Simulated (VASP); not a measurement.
Runs of VASP 6.6.1 on SnS2 (Berndtite-2T). The structure is that of space group P-3m1 (No. 164), or close to it. The cells are those of the table. 

```csv
cell,gap on the mesh (eV),pressure (GPa),largest force (eV/Å)
"a = 3.592, b = 3.592, c = 6.023 Å, angles 90.0, 90.0, 120.0°, 3 atoms",1.43,4.4,0.01
"a = 3.689, b = 3.689, c = 5.710 Å, angles 90.0, 90.0, 120.0°, 3 atoms",1.25,4.0,0.43
"a = 3.615, b = 3.615, c = 5.946 Å, angles 90.0, 90.0, 120.0°, 3 atoms",1.50,(a),0.11
"a = 3.664, b = 3.664, c = 5.789 Å, angles 90.0, 90.0, 120.0°, 3 atoms",1.35,(b),0.33
"a = 3.639, b = 3.639, c = 5.868 Å, angles 90.0, 90.0, 120.0°, 3 atoms",1.45,4.2,0.22
```

Alike in all rows: task single point; level PBE; potentials or basis VASP PAW PBE potentials, release 64 (Sn_d, S); no spin polarisation; k mesh 6 × 6 × 3; cutoff (eV) 500; smearing gaussian 0.02 eV.

Task: Fill in the values left out.

Result: (a) 4.3; (b) 4.1.

Caveats: spin-orbit coupling is left out, which moves the levels of the heavy elements; this functional lacks dispersion, which binds the layers, so the pressure and a relaxed spacing across them are unreliable.

A k mesh can miss the band edges, and the runs leave out spin-orbit coupling on Sn.
